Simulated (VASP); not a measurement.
Crystal: LiF.

```
CELL_PARAMETERS angstrom
0.00000 2.03409 2.03409
2.03409 0.00000 2.03409
2.03409 2.03409 0.00000
ATOMIC_POSITIONS crystal
Li 0.00000 0.00000 0.00000
F 0.50000 0.50000 0.50000
```

| Quantity | Value |
| --- | --- |
| Program | VASP 6.6.1 |
| Task | relaxation of cell and atoms |
| Functional | LDA |
| Potentials or basis | VASP PAW LDA potentials, release 64 (Li_sv, F) |
| Cutoff | 600 eV |
| k mesh | 10 × 10 × 10 |
| Occupations | fermi-dirac, width 0.02 eV |
| Spin | no spin polarisation |

At the start: pressure -8.6 GPa; volume 8.42 Å³/atom.

Task: Where does the relaxation end?

Result: Over 4 steps the energy falls by 31.0 meV/atom and the volume is 7.39 Å³/atom (-12.2 %); space group Fm-3m (No. 225, to 0.05 Å).

Step by step:
```tsv
step	energy change (eV)	largest force (eV/Å)	pressure (GPa)	volume (Å³)
1	0.0000	0.0000	-8.60	16.83
2	-0.0463	0.0000	-4.87	15.76
3	-0.0615	0.0000	-0.81	14.93
4	-0.0619	0.0000	0.05	14.78
```

Final structure:
```cif
data_structure
_symmetry_space_group_name_H-M 'P 1'
_symmetry_Int_Tables_number 1
_cell_length_a 2.7545
_cell_length_b 2.7545
_cell_length_c 2.7545
_cell_angle_alpha 60.000
_cell_angle_beta 60.000
_cell_angle_gamma 60.000
_cell_volume 14.78
loop_
_atom_site_label
_atom_site_type_symbol
_atom_site_fract_x
_atom_site_fract_y
_atom_site_fract_z
_atom_site_occupancy
Li1 Li 0.00000 0.00000 0.00000 1
F1 F 0.50000 0.50000 0.50000 1
```

Caveat: the cutoff is under 1.25 times the usual one of these potentials, so pressure, stress and relaxed cells hold a basis-set (Pulay) error.
